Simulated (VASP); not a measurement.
A run of VASP 6.6.1 is set up as follows.

INCAR

```
SYSTEM = Ir
PREC = Accurate
ENCUT = 520
EDIFF = 1E-6
ISMEAR = 0
SIGMA = 0.1
LREAL = .False.
LASPH = .True.
NELM = 100
ALGO = Fast
ISIF = 2
LWAVE = .False.
LCHARG = .False.
GGA = PS
NBANDS = 10
```

The input KPOINTS:

```
Automatic mesh
0
Gamma
  18 18 18
  0 0 0
```

The input POSCAR:

```
Ir
1.0
    0.0000000000      1.9086617572      1.9086617572
    1.9086617572      0.0000000000      1.9086617572
    1.9086617572      1.9086617572      0.0000000000
Ir
1
Direct
    0.0000000000      0.0000000000      0.0000000000
```

Potentials or basis: VASP PAW PBE potentials, release 64 (Ir).

Command:

```console
$ cat potpaw_PBE.64/Ir/POTCAR > POTCAR
$ mpirun -np 1 vasp_std > vasp.out
```

(1) What does it give for the pressure?

Results:

(1) 4.9 GPa.

Caveat: the PAW data sets were made with another functional, which shifts forces and pressure a little.
